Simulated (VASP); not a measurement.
# V (I4/mmm) in VASP: a series of runs

Runs on V. Level: PBEsol. Tasks: electric field gradients.

Everything below comes from runs of VASP 6.6.1. Logs are shortened: lines on timing, memory, paths and dates and some standing lists are left out, and cuts for length are marked.

### 1 The cell of the first run

The structure is tetragonal, space group I4/mmm (No. 139). The conventional cell has a = 3.056 Å, b = 3.056 Å, c = 3.026 Å, α = 90.00°, β = 90.00°, γ = 90.00°. Within 3.5 Å of V (site symmetry 4/mmm) lie 14 V at 2.64 to 3.06 Å.

### 2 Electric field gradients, PBEsol, collinear spin, ferromagnetic start (equal xx and yy strain of +1 %)

Contents of INCAR:

```
SYSTEM = V
PREC = Accurate
ENCUT = 520
EDIFF = 1E-8
ISMEAR = -1
SIGMA = 0.03
LREAL = .FALSE.
LASPH = .TRUE.
NELM = 150
ALGO = Normal
ISIF = 2
LWAVE = .FALSE.
LCHARG = .FALSE.
ISPIN = 2
MAGMOM = 1.5
LORBIT = 11
LMAXMIX = 4
GGA = PS
LEFG = .TRUE.
NBANDS = 16
```

Contents of KPOINTS:

```
Automatic mesh
0
G
  19 19 19
  0 0 0
```

Contents of POSCAR:

```
V
1.0
   -1.5281300000      1.5281300000      1.5130000000
    1.5281300000     -1.5281300000      1.5130000000
    1.5281300000      1.5281300000     -1.5130000000
V
1
Direct
    0.0000000000      0.0000000000      0.0000000000
```

Potentials or basis: VASP PAW PBE potentials, release 64 (V_sv).

Launch:

```bash
cat potpaw_PBE.64/V_sv/POTCAR > POTCAR
mpirun -np 1 vasp_std > vasp.out
```

OUTCAR:

```text
SYSTEM = V
   PREC = Accurate
   ENCUT = 520
   EDIFF = 1E-8
   ISMEAR = -1
   LREAL = .FALSE.
   LASPH = .TRUE.
   NELM = 150
   ISIF = 2
   ISPIN = 2
   LORBIT = 11
   GGA = PS

 ion  position               nearest neighbor table
   1  0.000  0.000  0.000-

  LATTYP: Found a body centered tetragonal cell.
 ALAT       =     3.0562600000
 C/A-ratio  =     0.9900990099

  Lattice vectors:

 A1 = (  -1.5281300000,   1.5281300000,   1.5130000000)
 A2 = (   1.5281300000,  -1.5281300000,   1.5130000000)
 A3 = (   1.5281300000,   1.5281300000,  -1.5130000000)

Analysis of symmetry for initial positions (statically):
=====================================================================
 Subroutine PRICEL returns:
 Original cell was already a primitive cell.

 Routine SETGRP: Setting up the symmetry group for a
 body centered tetragonal supercell.

 Subroutine GETGRP returns: Found 16 space group operations
 (whereof 16 operations were pure point group operations)
 out of a pool of 16 trial point group operations.

The static configuration has the point symmetry D_4h.

Analysis of symmetry for dynamics (positions and initial velocities):
=====================================================================
 Subroutine PRICEL returns:
 Original cell was already a primitive cell.

 Routine SETGRP: Setting up the symmetry group for a
 body centered tetragonal supercell.

 Subroutine GETGRP returns: Found 16 space group operations
 (whereof 16 operations were pure point group operations)
 out of a pool of 16 trial point group operations.

The dynamic configuration has the point symmetry D_4h.

Analysis of structural, dynamic, and magnetic symmetry:
=====================================================================
 Subroutine PRICEL returns:
 Original cell was already a primitive cell.

 Routine SETGRP: Setting up the symmetry group for a
 body centered tetragonal supercell.

 Subroutine GETGRP returns: Found 16 space group operations
 (whereof 16 operations were pure point group operations)
 out of a pool of 16 trial point group operations.

The overall configuration has the point symmetry D_4h.

 Subroutine INISYM returns: Found 16 space group operations
 (whereof 16 operations are pure point group operations),
 and found     1 'primitive' translations

----------------------------------------------------------------------------------------

                                     Primitive cell

  volume of cell :      14.1325

  direct lattice vectors                    reciprocal lattice vectors
    -1.528130000  1.528130000  1.513000000     0.000000000  0.327197293  0.330469266
     1.528130000 -1.528130000  1.513000000     0.327197293  0.000000000  0.330469266
     1.528130000  1.528130000 -1.513000000     0.327197293  0.327197293  0.000000000

  length of vectors
     2.638092416  2.638092416  2.638092416     0.465046239  0.465046239  0.462726850

  position of ions in fractional coordinates (direct lattice)
     0.000000000  0.000000000  0.000000000

  ion indices of the primitive-cell ions
   primitive index   ion index
                 1           1

----------------------------------------------------------------------------------------

 KPOINTS: Automatic mesh

Automatic generation of k-mesh.
 Grid dimensions read from file:
 generate k-points for:   19   19   19

 Generating k-lattice:

  Cartesian coordinates                     Fractional coordinates (reciprocal lattice)
     0.000000000  0.017220910  0.017393119     0.052631579  0.000000000  0.000000000
     0.017220910  0.000000000  0.017393119     0.000000000  0.052631579  0.000000000
     0.017220910  0.017220910  0.000000000     0.000000000  0.000000000  0.052631579

  Length of vectors
     0.024476118  0.024476118  0.024354045

  Shift w.r.t. Gamma in fractional coordinates (k-lattice)
     0.000000000  0.000000000  0.000000000
[... 38 lines left out ...]
   ions per type =               1
   NGX,Y,Z   is equivalent  to a cutoff of  12.60, 12.60, 12.60 a.u.
   NGXF,Y,Z  is equivalent  to a cutoff of  25.21, 25.21, 25.21 a.u.
 SYSTEM =  V
   PREC   = accura    normal or accurate (medium, high low for compatibility)
   ISTART =      0    job   : 0-new  1-cont  2-samecut
   ICHARG =      2    charge: 1-file 2-atom 10-const
   ISPIN  =      2    spin polarized calculation?
   LNONCOLLINEAR =      F non collinear calculations
   LSORBIT =      F    spin-orbit coupling
   LASPH  =      T    aspherical Exc in radial PAW
   ENCUT  =  520.0 eV  38.22 Ry    6.18 a.u.   4.91  4.91  4.91*2*pi/ulx,y,z
   NELM   =    150;   NELMIN=  2; NELMDL= -5     # of ELM steps
   EDIFF  = 0.1E-07   stopping-criterion for ELM
   LREAL  =      F    real-space projection
   EDIFFG = 0.1E-06   stopping-criterion for IOM
   NSW    =      0    number of steps for IOM
   IBRION =     -1    ionic relax: 0-MD 1-quasi-New 2-CG
   NFREE  =      0    steps in history (QN), initial steepest desc. (CG)
   ISIF   =      2    stress and relaxation
   ISYM   =      2    0-nonsym 1-usesym 2-fastsym
   POTIM  = 0.5000    time-step for ionic-motion
   TEBEG  =    0.0;   TEEND  =   0.0 temperature during run
   PSTRESS=    0.0 pullay stress
   NELECT =      13.0000    total number of electrons
   NUPDOWN=      -1.0000    fix difference up-down
   EMIN   =  10.00;   EMAX   =-10.00  energy-range for DOS
   EFERMI =   0.00;   METHOD = LEGACY
   ISMEAR =    -1;   SIGMA  =   0.03  broadening in eV -4-tet -1-fermi 0-gaus
   EFERMI_NEDOS =   21; number of points for ismear=-14 and -15
   IALGO  =     38    algorithm
   IMIX   =      4    mixing-type and parameters
     AMIX     =   0.40;   BMIX     =  1.00
     AMIX_MAG =   1.60;   BMIX_MAG =  1.00
  volume/ion in A,a.u.               =      14.13        95.37
  Fermi-wavevector in a.u.,A,eV,Ry     =   1.592146  3.008719 34.489783  2.534928
  Thomas-Fermi vector in A             =   2.690576
   LORBIT       =     11    0 simple, 1 ext, 2 COOP (PROOUT), +10 PAW based schemes
   GGA     = PS    functional components
   LHFCALC =     F    Hartree Fock is set to
   AEXX    =    0.0000 exact exchange contribution
   IVDW    =     0    specifies the selected vdW correction
   LEPSILON=     F    determine dielectric tensor
   LRPA    =     F    only Hartree local field effects (RPA)
 spin polarized calculation
  energy-cutoff  :      520.00
  volume of cell :       14.13
 maximum number of plane-waves:       394
   NGX =  9   NGY =  9   NGZ =  9

 number of electron      13.0000002 magnetization       0.0004292

 Free energy of the ion-electron system (eV)
  ---------------------------------------------------
  ext. energy  EPLUGINS =         0.00000000
  ---------------------------------------------------
  free energy    TOTEN  =        -9.58066323 eV

  energy without entropy =       -9.57500756  energy(sigma->0) =       -9.57783540

 E-fermi :   8.9714     XC(G=0): -12.7961

 val. band max:        8.9691818976   @ k =  -0.2105   0.3684   0.1053
 cond. band min:       8.9717316677   @ k =  -0.1579  -0.3158   0.1579
 fundamental gap:      0.0025497701
 Fermi energy:         8.9714246733

 spin component 1

 k-point     1 :       0.0000    0.0000    0.0000
  band No.  band energies     occupation
      1     -54.5578      1.00000
      2     -28.0316      1.00000
      3     -28.0316      1.00000
      4     -28.0308      1.00000
      5       2.4896      1.00000
      6       9.3291      0.00001
[... 435 lines left out ...]
      5       4.4703      1.00000
      6       8.6459      0.99998
[... 8 lines left out ...]
     15      35.1810      0.00000
     16      35.3242      0.00000

 [... further k-points ...]

 spin component 2

 k-point     1 :       0.0000    0.0000    0.0000
  band No.  band energies     occupation
      1     -54.5575      1.00000
      2     -28.0312      1.00000
      3     -28.0312      1.00000
      4     -28.0305      1.00000
      5       2.4899      1.00000
      6       9.3295      0.00001
[... 435 lines left out ...]
      5       4.4705      1.00000
      6       8.6463      0.99998
[... 8 lines left out ...]
     15      35.1813      0.00000
     16      35.3245      0.00000

 [... further k-points ...]
[... 5 lines left out ...]
  --------------------------------------------------------------------------------------
  -------------------------------------------------------------------------------------
  Total       -1.3131508     -1.3131508     -1.2109176      0.0000000      0.0000000      0.0000000
  in kB     -148.8694756   -148.8694756   -137.2794903      0.0000000      0.0000000      0.0000000
  external PRESSURE =    -145.0061472 kB  Pullay stress =       0.0000000 kB

 VOLUME and BASIS-vectors are now :
 -----------------------------------------------------------------------------
  energy-cutoff  :      520.00
  volume of cell :       14.13
      direct lattice vectors                 reciprocal lattice vectors
    -1.528130000  1.528130000  1.513000000     0.000000000  0.327197293  0.330469266
     1.528130000 -1.528130000  1.513000000     0.327197293  0.000000000  0.330469266
     1.528130000  1.528130000 -1.513000000     0.327197293  0.327197293  0.000000000

 POSITION                                       TOTAL-FORCE (eV/Angst)
 -----------------------------------------------------------------------------------
      0.00000      0.00000      0.00000         0.000000      0.000000      0.000000
 -----------------------------------------------------------------------------------
    total drift:                                0.000000     -0.000000      0.000000

  FREE ENERGIE OF THE ION-ELECTRON SYSTEM (eV)
  ---------------------------------------------------
  free  energy   TOTEN  =        -9.5806632339 eV

  energy  without entropy=       -9.5750075578  energy(sigma->0) =       -9.57783540

 Electric field gradients (V/A^2)
---------------------------------------------------------------------
 ion       V_xx      V_yy      V_zz      V_xy      V_xz      V_yz
---------------------------------------------------------------------
   1       0.440     0.440    -0.879     0.003     0.003     0.003
---------------------------------------------------------------------

 Electric field gradients after diagonalization (V/A^2)
 (convention: |V_zz| > |V_xx| > |V_yy|)
----------------------------------------------------------------------
 ion       V_xx      V_yy      V_zz     asymmetry (V_yy - V_xx)/ V_zz
----------------------------------------------------------------------
   1       0.442     0.437    -0.879       0.006
----------------------------------------------------------------------

           NMR quadrupolar parameters

 Cq : quadrupolar parameter    Cq=e*Q*V_zz/h
 eta: asymmetry parameters     (V_yy - V_xx)/ V_zz
 Q  : nuclear electric quadrupole moment in mb (millibarn)
----------------------------------------------------------------------
 ion       Cq(MHz)       eta       Q (mb)
----------------------------------------------------------------------
   1      -0.002       0.006       1.000
----------------------------------------------------------------------

 total charge

# of ion       s       p       d       tot
------------------------------------------
    1        2.330   6.208   3.040  11.577

 magnetization (x)

# of ion       s       p       d       tot
------------------------------------------
    1        0.000   0.000   0.000   0.000
```

Wall time 1.8 min (1 thread of AMD EPYC 9R45 (Zen 5), shared host); peak memory 0.25 GiB.

Results:

- Free energy: -9.5807 eV
- Pressure: -14.5 GPa
- Net moment: 0.00 μB per cell
- Valence electrons inside the program's atomic spheres: V 11.58

Electric field gradients, principal values (V/Å²):
| atom | least | middle | greatest (by size) |
| --- | --- | --- | --- |
| 1 V | 0.437 | 0.442 | -0.879 |

Caveat: the cell differs from its parent crystal (equal xx and yy strain of +1 %); without QUAD_EFG the Cq values of the log hold for a quadrupole moment of 1 mb, not for the nuclei; the PAW data sets were made with another functional, which shifts forces and pressure a little.

### 3 Electric field gradients, PBEsol, collinear spin, ferromagnetic start (equal xx and yy strain of -3 %)

Contents of INCAR:

```
PREC = Accurate ; ENCUT = 520
EDIFF = 1E-8 ; ISMEAR = -1
SIGMA = 0.03 ; LREAL = F
LASPH = T ; NELM = 150
ALGO = Normal ; ISIF = 2
LWAVE = F ; LCHARG = F
ISPIN = 2 ; MAGMOM = 1.5
LORBIT = 11 ; LMAXMIX = 4
GGA = PS ; LEFG = T
NBANDS = 16
```

Contents of KPOINTS:

```
regular mesh
0
Gamma
  19 19 19
```

Contents of POSCAR:

```
V
1.0
   -1.4676100000      1.4676100000      1.5130000000
    1.4676100000     -1.4676100000      1.5130000000
    1.4676100000      1.4676100000     -1.5130000000
V
1
Direct
    0.0000000000      0.0000000000      0.0000000000
```

Potentials or basis: VASP PAW PBE potentials, release 64 (V_sv).

Launch:

```bash
cat potpaw_PBE.64/V_sv/POTCAR > POTCAR
mpirun -np 1 vasp_std > vasp.out
```

OUTCAR:

```text
PREC = Accurate
   ENCUT = 520
   EDIFF = 1E-8
   ISMEAR = -1
   LREAL = F
   LASPH = T
   NELM = 150
   ISIF = 2
   ISPIN = 2
   LORBIT = 11
   GGA = PS

 ion  position               nearest neighbor table
   1  0.000  0.000  0.000-

  LATTYP: Found a body centered tetragonal cell.
 ALAT       =     2.9352200000
 C/A-ratio  =     1.0309278351

  Lattice vectors:

 A1 = (  -1.4676100000,   1.4676100000,   1.5130000000)
 A2 = (   1.4676100000,  -1.4676100000,   1.5130000000)
 A3 = (   1.4676100000,   1.4676100000,  -1.5130000000)

Analysis of symmetry for initial positions (statically):
=====================================================================
 Subroutine PRICEL returns:
 Original cell was already a primitive cell.

 Routine SETGRP: Setting up the symmetry group for a
 body centered tetragonal supercell.

 Subroutine GETGRP returns: Found 16 space group operations
 (whereof 16 operations were pure point group operations)
 out of a pool of 16 trial point group operations.

The static configuration has the point symmetry D_4h.
[... 1118 lines left out ...]
     1.467610000  1.467610000 -1.513000000     0.340689965  0.340689965  0.000000000

 POSITION                                       TOTAL-FORCE (eV/Angst)
 -----------------------------------------------------------------------------------
      0.00000      0.00000      0.00000        -0.000000     -0.000000      0.000000
 -----------------------------------------------------------------------------------
    total drift:                                0.000000     -0.000000      0.000000

  FREE ENERGIE OF THE ION-ELECTRON SYSTEM (eV)
  ---------------------------------------------------
  free  energy   TOTEN  =        -9.6338184169 eV

  energy  without entropy=       -9.6289768408  energy(sigma->0) =       -9.63139763

 Electric field gradients (V/A^2)
---------------------------------------------------------------------
 ion       V_xx      V_yy      V_zz      V_xy      V_xz      V_yz
---------------------------------------------------------------------
   1      -1.667    -1.667     3.334     0.002     0.002     0.002
---------------------------------------------------------------------

 Electric field gradients after diagonalization (V/A^2)
 (convention: |V_zz| > |V_xx| > |V_yy|)
----------------------------------------------------------------------
 ion       V_xx      V_yy      V_zz     asymmetry (V_yy - V_xx)/ V_zz
----------------------------------------------------------------------
   1      -1.668    -1.665     3.334       0.001
----------------------------------------------------------------------

           NMR quadrupolar parameters

 Cq : quadrupolar parameter    Cq=e*Q*V_zz/h
 eta: asymmetry parameters     (V_yy - V_xx)/ V_zz
 Q  : nuclear electric quadrupole moment in mb (millibarn)
----------------------------------------------------------------------
 ion       Cq(MHz)       eta       Q (mb)
----------------------------------------------------------------------
   1       0.008       0.001       1.000
----------------------------------------------------------------------

 total charge

# of ion       s       p       d       tot
------------------------------------------
    1        2.353   6.234   3.130  11.717

 magnetization (x)

# of ion       s       p       d       tot
------------------------------------------
    1       -0.000  -0.000  -0.000  -0.000
```

OSZICAR:

```text
N       E                     dE             d eps       ncg     rms          rms(c)
DAV:   1     0.909921160124E+02    0.90992E+02   -0.64446E+03 35536   0.894E+02
DAV:   2    -0.931921625758E+01   -0.10031E+03   -0.96263E+02 38768   0.271E+02
DAV:   3    -0.108159039367E+02   -0.14967E+01   -0.14946E+01 39664   0.360E+01
DAV:   4    -0.108213996337E+02   -0.54957E-02   -0.54956E-02 41728   0.229E+00
DAV:   5    -0.108214447770E+02   -0.45143E-04   -0.45143E-04 40128   0.194E-01    0.210E+01
DAV:   6    -0.963822055033E+01    0.11832E+01   -0.16551E+00 36064   0.221E+01    0.268E+00
DAV:   7    -0.963625024612E+01    0.19703E-02   -0.73155E-02 40056   0.272E+00    0.183E+00
DAV:   8    -0.963684999470E+01   -0.59975E-03   -0.51945E-03 37800   0.827E-01    0.897E-01
DAV:   9    -0.963364028651E+01    0.32097E-02   -0.14637E-03 40520   0.469E-01    0.234E-01
DAV:  10    -0.963379467978E+01   -0.15439E-03   -0.54833E-04 38912   0.228E-01    0.407E-02
DAV:  11    -0.963381346606E+01   -0.18786E-04   -0.20409E-05 38568   0.485E-02    0.204E-02
DAV:  12    -0.963381829031E+01   -0.48243E-05   -0.63753E-06 38504   0.250E-02    0.582E-03
DAV:  13    -0.963381835270E+01   -0.62389E-07   -0.81261E-08 39040   0.299E-03    0.347E-03
DAV:  14    -0.963381841227E+01   -0.59574E-07   -0.53894E-08 39424   0.153E-03    0.141E-03
DAV:  15    -0.963381841687E+01   -0.45995E-08   -0.48488E-09 18840   0.565E-04
   1 F= -.96338184E+01 E0= -.96313976E+01  d E =-.484158E-02  mag=    -0.0000
```

Wall time 2.3 min (1 thread of Intel Xeon 6975P-C (Granite Rapids), shared host); peak memory 0.27 GiB.

Results:

* Free energy: -9.6338 eV
* Pressure: -1.1 GPa
* Net moment: 0.00 μB per cell
* Valence electrons inside the program's atomic spheres: V 11.72

Electric field gradients, principal values (V/Å²):
```csv
atom,least,middle,greatest (by size)
1 V,-1.665,-1.668,3.334
```

Caveat: the cell differs from its parent crystal (equal xx and yy strain of -3 %); without QUAD_EFG the Cq values of the log hold for a quadrupole moment of 1 mb, not for the nuclei; the PAW data sets were made with another functional, which shifts forces and pressure a little.
